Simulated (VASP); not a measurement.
Cu:

```
CELL_PARAMETERS angstrom
1.21029 -3.94969 0.00000
1.21029 3.94969 0.00000
0.00000 0.00000 2.45888
ATOMIC_POSITIONS crystal
Cu 0.86613 0.13387 0.75000
Cu 0.13387 0.86613 0.25000
```

Base run:

| Property | Result |
| --- | --- |
| Program | VASP 6.6.1 |
| Functional | PBEsol |
| Potentials or basis | VASP PAW PBE potentials, release 64 (Cu_sv_GW) |
| Cutoff | 700 eV |
| k mesh | 11 × 11 × 11 |
| Occupations | fermi-dirac, width 0.05 eV |
| Spin | no spin polarisation |

Its results: band gap on the k mesh zero (band 19 reaches 11.24 eV, above the bottom of band 20 at 5.86 eV); pressure -3.2 GPa; largest force 0.019 eV/Å.

Problem. The run is repeated on the same cell with these changes: potentials or basis from VASP PAW PBE potentials, release 64 (Cu_sv_GW) to VASP PAW PBE potentials, release 64 (Cu); cutoff from 700 eV to 520 eV; further incar settings from ALGO = Normal; EDIFF = 1e-06; NBANDS = 26 to ALGO = Fast; EDIFF = 1e-06; NBANDS = 18; valence electrons from 38 to 22. What comes out?

Solution. Band gap on the k mesh zero (band 11 reaches 11.29 eV, above the bottom of band 12 at 5.82 eV); pressure 2.7 GPa; largest force 0.027 eV/Å.

Caveats: the PAW data sets were made with another functional, which shifts forces and pressure a little.
